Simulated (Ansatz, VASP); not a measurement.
This is a calculation of BaTiO3 for VASP 6.6.1.

File POSCAR:

```
BaTiO3
1.0
    3.9791132838      0.0000000000      0.0000000000
    0.0000000000      3.9791132838      0.0000000000
    0.0000000000      0.0000000000      3.9791132838
Ba Ti O
1 1 3
Direct
    0.5000000000      0.5000000000      0.5000000000
    0.0000000000      0.0000000000      0.0000000000
    0.0000000000      0.0000000000      0.5000000000
    0.0000000000      0.5000000000      0.0000000000
    0.5000000000      0.0000000000      0.0000000000
```

File INCAR.step1:

```
SYSTEM = BaTiO3
PREC = Accurate
ENCUT = 520
ISMEAR = -1
SIGMA = 0.05
LREAL = .False.
LASPH = .True.
NELM = 100
NBANDS = 28
GGA = PE
ALGO = Normal
EDIFF = 1E-4
LWAVE = .True.
LCHARG = .False.
```

Contents of INCAR.step2:

```
SYSTEM = BaTiO3
PREC = Accurate
ENCUT = 520
EDIFF = 1E-6
ISMEAR = -1
SIGMA = 0.05
LREAL = .False.
LASPH = .True.
NELM = 100
ALGO = Normal
ISIF = 2
LWAVE = .False.
LCHARG = .False.
METAGGA = R2SCAN
LMIXTAU = .True.
NBANDS = 28
ISTART = 1
```

KPOINTS

```
Automatic mesh
0
Gamma
  7 7 7
  0 0 0
```

Potentials or basis: VASP PAW PBE potentials, release 64 (Ba_sv, Ti_sv, O).

The run is started by

```bash
$ cat potpaw_PBE.64/Ba_sv/POTCAR potpaw_PBE.64/Ti_sv/POTCAR potpaw_PBE.64/O/POTCAR > POTCAR
$ cp INCAR.step1 INCAR
$ mpirun -np 1 vasp_std > vasp.out
$ cp INCAR.step2 INCAR
$ mpirun -np 1 vasp_std > vasp.out
```

Task: Set up the same calculation for Ansatz 0.2.0. Potentials there: Ansatz PAW.

Result: As run (the cutoff follows the program's own potentials):

input.yaml

```yaml
crystal:
  lattice:
    - [3.9791132838, 0.0, 0.0]
    - [0.0, 3.9791132838, 0.0]
    - [0.0, 0.0, 3.9791132838]
  atoms:
    - { symbol: Ba, position: [0.5, 0.5, 0.5] }
    - { symbol: Ti, position: [0.0, 0.0, 0.0] }
    - { symbol: O, position: [0.0, 0.0, 0.5] }
    - { symbol: O, position: [0.0, 0.5, 0.0] }
    - { symbol: O, position: [0.5, 0.0, 0.0] }
hamiltonian:
  xc: r2scan
  pseudopotentials: { kind: paw }
kpoints:
  mp_grid: { grid: [7, 7, 7] }
scf:
  occupations: { method: fermi_dirac, width: 0.05 }
output:
  forces: true
  stress: true
  eigenvalues: true
```

Potentials or basis: Ansatz PAW.

The run is started by

```console
$ ansatz run input.yaml --threads 1 --pin off --max-ram 3584MiB --backend cpu --events-out ev --progress --plain --runs-dir out
```

Both were run:

|  | VASP | Ansatz | Ansatz less VASP |
| --- | --- | --- | --- |
| gap on the k mesh at the Fermi level (eV) | 2.24 | 2.27 | +0.026 |
| least direct gap on the mesh (eV) | 2.32 | 2.30 | -0.019 |
| pressure (GPa) | 4.2 | 2.1 | -2.07 |

VASP's potentials were made for PBE, not for r2SCAN. With one functional, cell and mesh, what is left measures potentials, basis and numerics.

Neither program's run includes spin-orbit coupling. Noted on Ansatz's run: odd divisions of the mesh miss points on the zone boundary, where band edges often lie, so the gap on the mesh can be too wide.
